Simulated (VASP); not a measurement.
The system is NaH.

```
Na H
1.0
     0.00000    2.41604    2.41604
     2.41604    0.00000    2.41604
     2.41604    2.41604    0.00000
Na H
1 1
Direct
  0.00000 0.00000 0.00000
  0.50000 0.50000 0.50000
```

| Property | Result |
| --- | --- |
| Program | VASP 6.6.1 |
| Task | relaxation of cell and atoms |
| Functional | LDA |
| Potentials or basis | VASP PAW LDA potentials, release 64 (Na_pv, H) |
| Cutoff | 600 eV |
| k mesh | 8 × 8 × 8 |
| Occupations | fermi-dirac, width 0.02 eV |
| Spin | no spin polarisation |

At the start: pressure -2.1 GPa; volume 14.10 Å³/atom.

Where does the relaxation end?

Over 4 steps the energy falls by 8.4 meV/atom and the volume is 12.88 Å³/atom (-8.7 %); space group Fm-3m (No. 225, to 0.05 Å).

Step by step:
```csv
step,energy change (eV),largest force (eV/Å),pressure (GPa),volume (Å³)
1,0.0000,0.0000,-2.08,28.21
2,-0.0084,0.0000,-1.54,27.46
3,-0.0166,0.0000,-0.34,26.11
4,-0.0169,0.0000,0.04,25.76
```

Final structure:
```xyz
2
Lattice="0.0000 2.3439 2.3439 2.3439 0.0000 2.3439 2.3439 2.3439 0.0000" Properties=species:S:1:pos:R:3 pbc="T T T"
Na    2.3439    0.0000    2.3439
H     2.3439    2.3439    2.3439
```
